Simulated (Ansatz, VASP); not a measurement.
**GaP: VASP beside Ansatz**

```xyz
2
Lattice="0.0000 2.7452 2.7452 2.7452 0.0000 2.7452 2.7452 2.7452 0.0000" Properties=species:S:1:pos:R:3 pbc="T T T"
Ga    0.0000    0.0000    0.0000
P     1.3726    1.3726    1.3726
```

Change from the starting cell: species swapped into the AlSb type (F-43m, No. 216).

Alike in both runs: functional PBE; k mesh 6 × 6 × 6; occupations gaussian, width 0.2 eV; no spin polarisation.

Ansatz relaxed the structure, and its values are those at the end. VASP's run is a single point on that final structure, the one shown.

|  | VASP | Ansatz |
| --- | --- | --- |
| version | VASP 6.6.1 | Ansatz 0.2.0 |
| potentials or method | VASP PAW PBE potentials, release 64 (Ga_d, P), cutoff 500 eV | scalar-relativistic, plane waves, PAW |
| valence electrons in the cell | 18 | 18 |

VASP gave:

```
gap on the k mesh at the Fermi level (eV) : 1.60
least direct gap on the mesh (eV)         : 1.64
pressure (GPa)                            : 0.6
```

Which values does Ansatz return?

gap on the k mesh at the Fermi level (eV): 1.61; least direct gap on the mesh (eV): 1.65; pressure (GPa): 0.7.
